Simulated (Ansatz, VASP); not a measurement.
**MnNb3 in VASP and in Ansatz**

File INCAR:

```
SYSTEM = MnNb3
PREC = Accurate ; ENCUT = 520
EDIFF = 1E-6 ; ISMEAR = 0
SIGMA = 0.05 ; LREAL = .False.
LASPH = .True. ; NELM = 150
ALGO = Fast ; ISIF = 2
LWAVE = .False. ; LCHARG = .True.
ISPIN = 2 ; MAGMOM = 3.2 0 0 0
LORBIT = 11 ; LMAXMIX = 4
GGA = PS ; LELF = .True.
LVHAR = .True. ; NBANDS = 38
```

The input KPOINTS:

```
regular mesh
0
Gamma
  8 8 8
  0 0 0
```

The input POSCAR:

```
MnNb3
1.0
    4.0778225936      0.0000000000      0.0000000000
    0.0000000000      4.0778225936      0.0000000000
    0.0000000000      0.0000000000      4.0778225936
Mn Nb
1 3
Direct
    0.0000000000      0.0000000000      0.0000000000
    0.0000000000      0.5000000000      0.5000000000
    0.5000000000      0.5000000000      0.0000000000
    0.5000000000      0.0000000000      0.5000000000
```

Input for Ansatz:

```yaml
crystal:
  lattice:
    - [4.0778225936, 0.0, 0.0]
    - [0.0, 4.0778225936, 0.0]
    - [0.0, 0.0, 4.0778225936]
  atoms:
    - { symbol: Mn, position: [0.0, 0.0, 0.0], spin: 3.2 }
    - { symbol: Nb, position: [0.0, 0.5, 0.5] }
    - { symbol: Nb, position: [0.5, 0.5, 0.0] }
    - { symbol: Nb, position: [0.5, 0.0, 0.5] }
basis:
  ecutwfc: 420
  ecutrho_ratio: 4
kpoints:
  mp_grid: { grid: [8, 8, 8] }
hamiltonian:
  xc: pbesol
scf:
  occupations: { method: gaussian, width: 0.05 }
output:
  forces: true
  stress: true
  eigenvalues: true
  populations: true
magnetization:
  spin_polarized: true
```

Alike in both runs: task single point; functional PBEsol; k mesh 8 × 8 × 8; occupations gaussian, width 0.05 eV; collinear spin.

```csv
,VASP,Ansatz
version,VASP 6.6.1,Ansatz 0.2.0
potentials or method,"VASP PAW PBE potentials, release 64 (Mn_pv, Nb_sv), cutoff 520 eV","scalar-relativistic, plane waves, PAW"
valence electrons in the cell,52,54
```

```csv
,VASP,Ansatz,Ansatz less VASP
gap on the k mesh at the Fermi level (eV),none,none,-
pressure (GPa),-3.0,-2.8,+0.25
net moment per atom (μB),0.74,0.74,-0.003
size of the moment on the site where the two differ most (μB),3.02,3.08,+0.051
```

VASP's potentials were made for PBE, not for PBEsol. Site moments also hang on the region over which each program counts them. A gap of «none» marks a metal or a gap that the smearing closes. VASP's potentials hold 52 valence electrons a cell and Ansatz's 54, so a difference there can come from the potentials and not from the codes.
